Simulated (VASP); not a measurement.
# ZnS (P6_3mc) in VASP: further runs

ZnS is run at these levels: PBE; tasks: single point.

Everything below comes from runs of VASP 6.6.1. Logs are shortened: lines on timing, memory, paths and dates and some standing lists are left out, and cuts for length are marked.

## (1) The cell of the first run

It takes space group P6_3mc (No. 186, hexagonal). The conventional cell has a = 3.811 Å, b = 3.811 Å, c = 6.234 Å, α = 90.00°, β = 90.00°, γ = 120.00°. Within 3.1 Å of Zn (site symmetry 3m) lie 4 S at 2.31 to 2.40 Å. S (site symmetry 3m) has 4 Zn at 2.31 to 2.40 Å within 3.1 Å.

## (2) Single point, PBE

INCAR reads:

```
ALGO     = Normal         # electronic algorithm
EDIFF    = 1E-7           # SCF threshold, eV
ENCUT    = 520            # plane-wave cutoff, eV
GGA      = PE             # functional
ISIF     = 2              # what is computed and relaxed
ISMEAR   = 0              # smearing method
LASPH    = True           # aspherical terms in the spheres
LCHARG   = False          # write CHGCAR
LREAL    = False          # projectors in reciprocal space
LWAVE    = False          # write WAVECAR
NBANDS   = 26             # bands
NELM     = 80             # most SCF steps
PREC     = Accurate       # precision mode
SIGMA    = 0.05           # smearing width, eV
```

KPOINTS reads:

```
k-points
0
Gamma
  12 12 6
```

POSCAR reads:

```
ZnS
1.0
    3.8109987816      0.0000000000      0.0000000000
   -1.9054993908      3.3004217586      0.0000000000
    0.0000000000      0.0000000000      6.2340000000
Zn S
2 2
Direct
    0.3333333333      0.6666666667      0.0000000000
    0.6666666667      0.3333333333      0.5000000000
    0.3333333333      0.6666666667      0.3850000000
    0.6666666667      0.3333333333      0.8850000000
```

Potentials or basis: VASP PAW PBE potentials, release 64 (Zn, S).

Started as:

```bash
$ cat potpaw_PBE.64/Zn/POTCAR potpaw_PBE.64/S/POTCAR > POTCAR
$ mpirun -np 1 vasp_std > vasp.out
```

OUTCAR:

```text
EDIFF = 1E-7
   ENCUT = 520
   GGA = PE
   ISIF = 2
   ISMEAR = 0
   LASPH = True
   LREAL = False
   NELM = 80
   PREC = Accurate

 ion  position               nearest neighbor table
   1  0.333  0.667  0.000-   4 2.31   4 2.31   4 2.31   3 2.40
   2  0.667  0.333  0.500-   3 2.31   3 2.31   3 2.31   4 2.40
   3  0.333  0.667  0.385-   2 2.31   2 2.31   2 2.31   1 2.40
   4  0.667  0.333  0.885-   1 2.31   1 2.31   1 2.31   2 2.40

  LATTYP: Found a hexagonal cell.
 ALAT       =     3.8109987816
 C/A-ratio  =     1.6357916539

  Lattice vectors:

 A1 = (   3.8109987816,   0.0000000000,   0.0000000000)
 A2 = (  -1.9054993908,   3.3004217586,   0.0000000000)
 A3 = (   0.0000000000,   0.0000000000,   6.2340000000)

Analysis of symmetry for initial positions (statically):
=====================================================================
 Subroutine PRICEL returns:
 Original cell was already a primitive cell.

 Routine SETGRP: Setting up the symmetry group for a
 hexagonal supercell.

 Subroutine GETGRP returns: Found 12 space group operations
 (whereof  6 operations were pure point group operations)
 out of a pool of 24 trial point group operations.

The static configuration has the point symmetry C_3v.
 The point group associated with its full space group is C_6v.

Analysis of symmetry for dynamics (positions and initial velocities):
=====================================================================
 Subroutine PRICEL returns:
 Original cell was already a primitive cell.

 Routine SETGRP: Setting up the symmetry group for a
 hexagonal supercell.

 Subroutine GETGRP returns: Found 12 space group operations
 (whereof  6 operations were pure point group operations)
 out of a pool of 24 trial point group operations.

The dynamic configuration has the point symmetry C_3v.
 The point group associated with its full space group is C_6v.

 Subroutine INISYM returns: Found 12 space group operations
 (whereof  6 operations are pure point group operations),
 and found     1 'primitive' translations

----------------------------------------------------------------------------------------

                                     Primitive cell

  volume of cell :      78.4106

  direct lattice vectors                    reciprocal lattice vectors
     3.810998782  0.000000000  0.000000000     0.262398405  0.151495789  0.000000000
    -1.905499391  3.300421759  0.000000000     0.000000000  0.302991579  0.000000000
     0.000000000  0.000000000  6.234000000     0.000000000  0.000000000  0.160410651

  length of vectors
     3.810998782  3.810998782  6.234000000     0.302991579  0.302991579  0.160410651

  position of ions in fractional coordinates (direct lattice)
     0.333333333  0.666666667  0.000000000
     0.666666667  0.333333333  0.500000000
     0.333333333  0.666666667  0.385000000
     0.666666667  0.333333333  0.885000000

  ion indices of the primitive-cell ions
   primitive index   ion index
                 1           1
                 2           2
                 3           3
                 4           4

----------------------------------------------------------------------------------------

 KPOINTS: k-points

Automatic generation of k-mesh.
 Grid dimensions read from file:
 generate k-points for:   12   12    6

 Generating k-lattice:

  Cartesian coordinates                     Fractional coordinates (reciprocal lattice)
     0.021866534  0.012624649  0.000000000     0.083333333  0.000000000  0.000000000
     0.000000000  0.025249298  0.000000000     0.000000000  0.083333333  0.000000000
     0.000000000  0.000000000  0.026735109     0.000000000  0.000000000  0.166666667

  Length of vectors
     0.025249298  0.025249298  0.026735109

  Shift w.r.t. Gamma in fractional coordinates (k-lattice)
     0.000000000  0.000000000  0.000000000

 Subroutine IBZKPT returns following result:
 ===========================================

 Found     76 irreducible k-points:

 Following reciprocal coordinates:
            Coordinates               Weight
  0.000000  0.000000  0.000000      1.000000
  0.083333  0.000000  0.000000      6.000000
  0.166667  0.000000  0.000000      6.000000
  0.250000 -0.000000  0.000000      6.000000
  0.333333 -0.000000  0.000000      6.000000
  0.416667 -0.000000  0.000000      6.000000
[... 16 lines left out ...]
  0.250000 -0.000000  0.166667     12.000000
  0.333333 -0.000000  0.166667     12.000000
 [... further k-points ...]
   k-points           NKPTS =     76   k-points in BZ     NKDIM =     76   number of bands    NBANDS=     26
   number of dos      NEDOS =    301   number of ions     NIONS =      4
   total plane-waves  NPLWV =  37632
   dimension x,y,z NGX =    28 NGY =   28 NGZ =   48
   dimension x,y,z NGXF=    56 NGYF=   56 NGZF=   96
   ions per type =               2   2
   NGX,Y,Z   is equivalent  to a cutoff of  12.21, 12.21, 12.80 a.u.
   NGXF,Y,Z  is equivalent  to a cutoff of  24.43, 24.43, 25.60 a.u.
 SYSTEM =  unknown system
   PREC   = accura    normal or accurate (medium, high low for compatibility)
   ISTART =      0    job   : 0-new  1-cont  2-samecut
   ICHARG =      2    charge: 1-file 2-atom 10-const
   ISPIN  =      1    spin polarized calculation?
   LNONCOLLINEAR =      F non collinear calculations
   LSORBIT =      F    spin-orbit coupling
   LASPH  =      T    aspherical Exc in radial PAW
   ENCUT  =  520.0 eV  38.22 Ry    6.18 a.u.   7.09  7.09 11.59*2*pi/ulx,y,z
   NELM   =     80;   NELMIN=  2; NELMDL= -5     # of ELM steps
   EDIFF  = 0.1E-06   stopping-criterion for ELM
   LREAL  =      F    real-space projection
   EDIFFG = 0.1E-05   stopping-criterion for IOM
   NSW    =      0    number of steps for IOM
   IBRION =     -1    ionic relax: 0-MD 1-quasi-New 2-CG
   NFREE  =      0    steps in history (QN), initial steepest desc. (CG)
   ISIF   =      2    stress and relaxation
   ISYM   =      2    0-nonsym 1-usesym 2-fastsym
   POTIM  = 0.5000    time-step for ionic-motion
   TEBEG  =    0.0;   TEEND  =   0.0 temperature during run
   PSTRESS=    0.0 pullay stress
   NELECT =      36.0000    total number of electrons
   NUPDOWN=      -1.0000    fix difference up-down
   EMIN   =  10.00;   EMAX   =-10.00  energy-range for DOS
   EFERMI =   0.00;   METHOD = LEGACY
   ISMEAR =     0;   SIGMA  =   0.05  broadening in eV -4-tet -1-fermi 0-gaus
   EFERMI_NEDOS =   21; number of points for ismear=-14 and -15
   IALGO  =     38    algorithm
   IMIX   =      4    mixing-type and parameters
     AMIX     =   0.40;   BMIX     =  1.00
     AMIX_MAG =   1.60;   BMIX_MAG =  1.00
  volume/ion in A,a.u.               =      19.60       132.29
  Fermi-wavevector in a.u.,A,eV,Ry     =   1.262944  2.386617 21.701656  1.595027
  Thomas-Fermi vector in A             =   2.396326
   LORBIT       =      0    0 simple, 1 ext, 2 COOP (PROOUT), +10 PAW based schemes
   GGA     = PE    functional components
   LHFCALC =     F    Hartree Fock is set to
   AEXX    =    0.0000 exact exchange contribution
   IVDW    =     0    specifies the selected vdW correction
   LEPSILON=     F    determine dielectric tensor
   LRPA    =     F    only Hartree local field effects (RPA)
 non-spin polarized calculation
 Gauss-broadening in eV      SIGMA  =   0.05
  energy-cutoff  :      520.00
  volume of cell :       78.41
 maximum number of plane-waves:      2133
   NGX = 15   NGY = 15   NGZ = 23

 number of electron      35.9999977 magnetization

 Free energy of the ion-electron system (eV)
  ---------------------------------------------------
  ext. energy  EPLUGINS =         0.00000000
  ---------------------------------------------------
  free energy    TOTEN  =       -13.65412047 eV

  energy without entropy =      -13.65412047  energy(sigma->0) =      -13.65412047

 E-fermi :   2.4357     XC(G=0):  -9.6513

 val. band max:        2.1623871471   @ k =   0.0000   0.0000   0.0000
 cond. band min:       4.4156238291   @ k =   0.0000   0.0000   0.0000
 fundamental gap:      2.2532366820
 Fermi energy:         2.4357202797

 k-point     1 :       0.0000    0.0000    0.0000
  band No.  band energies     occupation
      1     -11.0312      2.00000
      2     -10.1082      2.00000
      3      -4.2064      2.00000
      4      -4.2064      2.00000
      5      -4.1421      2.00000
      6      -4.1421      2.00000
[... 18 lines left out ...]
     25       9.7855      0.00000
     26      11.4721      0.00000

 k-point     2 :       0.0833    0.0000    0.0000
  band No.  band energies     occupation
      1     -10.9833      2.00000
      2     -10.0803      2.00000
      3      -4.2109      2.00000
      4      -4.1948      2.00000
      5      -4.1389      2.00000
      6      -4.1274      2.00000
[... 18 lines left out ...]
     25      10.0065      0.00000
     26      11.1612      0.00000

 k-point     3 :       0.1667    0.0000    0.0000
  band No.  band energies     occupation
      1     -10.8461      2.00000
      2     -10.0044      2.00000
      3      -4.2182      2.00000
      4      -4.1640      2.00000
      5      -4.1295      2.00000
      6      -4.0868      2.00000
[... 18 lines left out ...]
     25      10.4512      0.00000
     26      10.6177      0.00000

 k-point     4 :       0.2500   -0.0000    0.0000
  band No.  band energies     occupation
      1     -10.6399      2.00000
      2      -9.9044      2.00000
      3      -4.2164      2.00000
      4      -4.1253      2.00000
      5      -4.1116      2.00000
      6      -4.0285      2.00000
[... 18 lines left out ...]
     25      10.6043      0.00000
     26      11.1018      0.00000
[... 496 lines left out ...]
      1     -10.7965      2.00000
      2     -10.0689      2.00000
      3      -4.2188      2.00000
      4      -4.1603      2.00000
      5      -4.1386      2.00000
      6      -4.0929      2.00000
[... 18 lines left out ...]
     25      10.4418      0.00000
     26      10.6493      0.00000

 k-point    23 :       0.2500   -0.0000    0.1667
  band No.  band energies     occupation
      1     -10.5951      2.00000
      2      -9.9586      2.00000
      3      -4.2183      2.00000
      4      -4.1233      2.00000
      5      -4.1198      2.00000
      6      -4.0349      2.00000
[... 18 lines left out ...]
     25      10.7345      0.00000
     26      11.3078      0.00000

 k-point    24 :       0.3333   -0.0000    0.1667
  band No.  band energies     occupation
      1     -10.3641      2.00000
      2      -9.8569      2.00000
      3      -4.2017      2.00000
      4      -4.0941      2.00000
      5      -4.0845      2.00000
      6      -3.9749      2.00000
[... 18 lines left out ...]
     25      10.9531      0.00000
     26      11.9655      0.00000

 [... further k-points ...]

------------------------ aborting loop because EDIFF is reached ----------------------------------------

  FORCE on cell =-STRESS in cart. coord.  units (eV):
  Direction    XX          YY          ZZ          XY          YZ          ZX
  --------------------------------------------------------------------------------------
  -------------------------------------------------------------------------------------
  Total        1.5554922      1.5554922      0.5496685      0.0000000      0.0000000      0.0000000
  in kB       31.7836201     31.7836201     11.2314648      0.0000000      0.0000000      0.0000000
  external PRESSURE =      24.9329016 kB  Pullay stress =       0.0000000 kB

 VOLUME and BASIS-vectors are now :
 -----------------------------------------------------------------------------
  energy-cutoff  :      520.00
  volume of cell :       78.41
      direct lattice vectors                 reciprocal lattice vectors
     3.810998782  0.000000000  0.000000000     0.262398405  0.151495789  0.000000000
    -1.905499391  3.300421759  0.000000000     0.000000000  0.302991579  0.000000000
     0.000000000  0.000000000  6.234000000     0.000000000  0.000000000  0.160410651

 POSITION                                       TOTAL-FORCE (eV/Angst)
 -----------------------------------------------------------------------------------
     -0.00000      2.20028      0.00000        -0.000000     -0.000000      0.322610
      1.90550      1.10014      3.11700         0.000000      0.000000      0.322610
     -0.00000      2.20028      2.40009         0.000000      0.000000     -0.322610
      1.90550      1.10014      5.51709         0.000000      0.000000     -0.322610
 -----------------------------------------------------------------------------------
    total drift:                               -0.000000     -0.000000      0.000431

  FREE ENERGIE OF THE ION-ELECTRON SYSTEM (eV)
  ---------------------------------------------------
  free  energy   TOTEN  =       -13.6541204709 eV

  energy  without entropy=      -13.6541204709  energy(sigma->0) =      -13.65412047
```

Wall time 4.3 min (1 thread of AMD EPYC 7R43 (Zen 3), shared host); peak memory 0.23 GiB.

What came out:

| Property | Result |
| --- | --- |
| Free energy | -13.6541 eV |
| Pressure | 2.5 GPa |
| Largest force | 0.323 eV/Å |
| Band gap on the k mesh | 2.25 eV |

Forces on the atoms (eV/Å):
```
Zn   0.000  0.000  0.323
Zn   0.000  0.000  0.323
S    0.000  0.000 -0.323
S    0.000  0.000 -0.323
```

Stress tensor (GPa, compression positive):
```
3.18 0.00 0.00
0.00 3.18 0.00
0.00 0.00 1.12
```

A k mesh can miss the band edges. A hybrid or GW would open this gap; PBE tends to underestimate it.

[end of part 1 of 2]
